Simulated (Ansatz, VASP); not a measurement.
**One calculation of BeNiI4, two programs**

```
CELL_PARAMETERS angstrom
5.50052 0.00000 0.00000
-2.75026 4.76359 0.00000
0.00000 0.00000 7.76948
ATOMIC_POSITIONS crystal
Be 0.00000 0.00000 0.50000
Ni 0.00000 0.00000 0.00000
I 0.66667 0.33333 0.24093
I 0.33333 0.66667 0.75907
I 0.33333 0.66667 0.24093
I 0.66667 0.33333 0.75907
```

Change from the starting cell: species swapped into the MgAlB4 type (P6/mmm, No. 191).

Alike in both runs: functional PBE; k mesh 6 × 6 × 2; occupations gaussian, width 0.1 eV; collinear spin.

Ansatz relaxed the structure, and its values are those at the end. VASP's run is a single point on that final structure, the one shown.

|  | VASP | Ansatz |
| --- | --- | --- |
| version | VASP 6.6.1 | Ansatz 0.2.0 |
| potentials or method | VASP PAW PBE potentials, release 64 (Be, Ni, I), cutoff 520 eV | scalar-relativistic, plane waves, PAW |
| valence electrons in the cell | 40 | 88 |

VASP gave:

- gap on the k mesh at the Fermi level (eV): none
- pressure (GPa): -0.3
- rms of the force components (eV/Å): 0.010
- net moment per atom (μB): 0.18
- size of the moment on the site where the two differ most (μB): 0.88

Problem. Estimate Ansatz's values.

Solution. gap on the k mesh at the Fermi level (eV): none; pressure (GPa): -0.3; rms of the force components (eV/Å): 0.010; net moment per atom (μB): 0.18; size of the moment on the site where the two differ most (μB): 0.90.

Site moments also hang on the region over which each program counts them. A gap of «none» marks a metal or a gap that the smearing closes. The functional is the same, so the differences come from potentials, cutoffs and numerics. VASP's potentials hold 40 valence electrons a cell and Ansatz's 88, so a difference there can come from the potentials and not from the codes.

The k mesh is coarse, so the values compare programs but aren't converged. Spin-orbit coupling is off throughout.
